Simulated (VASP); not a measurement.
Input of a VASP 6.6.1 run:

File INCAR:

```
SYSTEM = BaTiO3
  PREC = Accurate
  ENCUT = 520
  EDIFF = 1E-6
  ISMEAR = 0
  SIGMA = 0.01
  LREAL = .FALSE.
  LASPH = .TRUE.
  NELM = 80
  ALGO = Normal
  ISIF = 2
  LWAVE = .FALSE.
  LCHARG = .TRUE.
  GGA = PE
  IVDW = 12
  LELF = .TRUE.
  LVHAR = .TRUE.
  NBANDS = 28
```

KPOINTS

```
regular mesh
0
G
  6 6 6
  0 0 0
```

The input POSCAR:

```
BaTiO3
1.0
    3.9736753172      0.0000000000      0.0000000000
    0.0000000000      3.9736753172      0.0000000000
    0.0000000000      0.0000000000      4.0925836884
Ba Ti O
1 1 3
Direct
    0.0000000000      0.0000000000     -0.0038632984
    0.5000000000      0.5000000000      0.4793015536
    0.5000000000      0.5000000000      0.0313622497
    0.5000000000      0.0000000000      0.5180997476
    0.0000000000      0.5000000000      0.5180997476
```

Potentials or basis: VASP PAW PBE potentials, release 64 (Ba_sv, Ti_sv, O).

Launch:

```bash
$ cat potpaw_PBE.64/Ba_sv/POTCAR potpaw_PBE.64/Ti_sv/POTCAR potpaw_PBE.64/O/POTCAR > POTCAR
$ mpirun -np 1 vasp_std > vasp.out
```

Estimate the dispersion energy per atom.

-0.263 eV.

Predict the largest force.

0.068 eV/Å.

What does it give for the band gap on the k mesh?

1.81 eV (least direct gap 2.27 eV).

What does it give for the pressure?

1.8 GPa.

Stress tensor (GPa, compression positive):
```
1.73 0.00 0.00
0.00 1.73 0.00
0.00 0.00 1.82
```

Caveat: spin-orbit coupling is left out, which moves the levels of the heavy elements. A k mesh can miss the band edges.
